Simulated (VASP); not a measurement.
Set up this calculation in VASP 6.6.1, as the native input.

| Property | Result |
| --- | --- |
| Task | single point |
| Functional | PBEsol |
| Potentials or basis | VASP PAW PBE potentials, release 64 (Ti_sv, Si) |
| Cutoff | 520 eV |
| k mesh | 12 × 12 × 12 |
| Occupations | fermi-dirac, width 0.05 eV |
| Spin | no spin polarisation |
| Dipole correction | no |
| Further INCAR settings | ALGO = Normal; EDIFF = 1e-06; NBANDS = 17 |

The structure of TiSi2 lies in POSCAR:

```
TiSi2
1.0
   -1.4922541174      1.7346606101      4.2675115011
    1.4922541174     -1.7346606101      4.2675115011
    1.4922541174      1.7346606101     -4.2675115011
Ti Si
1 2
Direct
    0.0000000000      0.0000000000      0.0000000000
    0.6700780000      0.6700780000      0.0000000000
    0.3299220000      0.3299220000      0.0000000000
```

One way to write it, as run:

INCAR

```
SYSTEM = TiSi2
  PREC = Accurate
  ENCUT = 520
  EDIFF = 1E-6
  ISMEAR = -1
  SIGMA = 0.05
  LREAL = .False.
  LASPH = .True.
  NELM = 80
  ALGO = Normal
  ISIF = 2
  LWAVE = .False.
  LCHARG = .False.
  GGA = PS
  NBANDS = 17
```

KPOINTS

```
regular mesh
0
Gamma
  12 12 12
  0 0 0
```

Potentials or basis: VASP PAW PBE potentials, release 64 (Ti_sv, Si).

Command:

```sh
$ cat potpaw_PBE.64/Ti_sv/POTCAR potpaw_PBE.64/Si/POTCAR > POTCAR
$ mpirun -np 1 vasp_std > vasp.out
```

It gave:

```json
{
  "Pressure": "-8.3 GPa",
  "Largest force": "0.093 eV/Å",
  "Band gap on the k mesh": "zero (band 10 reaches 10.71 eV, above the bottom of band 11 at 8.48 eV)"
}
```

Caveat: the PAW data sets were made with another functional, which shifts forces and pressure a little.

It took 2.5 min on 1 thread of Intel(R) Xeon(R) Platinum 8559C (Emerald Rapids), with other jobs on the host, peak memory 0.35 GiB.
